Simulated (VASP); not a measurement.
**Pt: single point with LDA**

The system is Pt.

```
Pt
1.0
     2.33514    0.00000    0.00000
     0.00000    2.33514    0.00000
     0.00000    0.00000    2.33514
Pt
1
Cartesian
  0.0000 0.0000 0.0000
```

This cell differs from its parent crystal: volume scaled by 0.75.

| Item | Value |
| --- | --- |
| Program | VASP 6.6.1 |
| Task | single point |
| Functional | LDA |
| Potentials or basis | VASP PAW LDA potentials, release 64 (Pt) |
| Cutoff | 520 eV |
| k mesh | 17 × 17 × 17 |
| Occupations | fermi-dirac, width 0.1 eV |
| Spin | no spin polarisation |
| Dipole correction | no |
| Further INCAR settings | ALGO = Normal; EDIFF = 1e-06; NBANDS = 11 |

```yaml
Pressure: 141.7 GPa
Band_gap_on_the_k_mesh: zero (band 5 reaches 18.39 eV, above the bottom of band 6 at 13.10 eV)
```

Levels at points of the mesh, in eV from the Fermi level:
```tsv
k point	band 2	band 3	band 4	band 5	band 6	band 7	band 8	band 9
(0.00, 0.00, 0.00)	-9.39	-9.39	0.71	0.71	0.71	16.88	16.88	16.88
```

Run time: 23 s on 1 thread of Intel Xeon 8259CL, on a shared host, peak memory 0.13 GiB.

Caveat: spin-orbit coupling is left out, which moves the levels of the heavy elements.
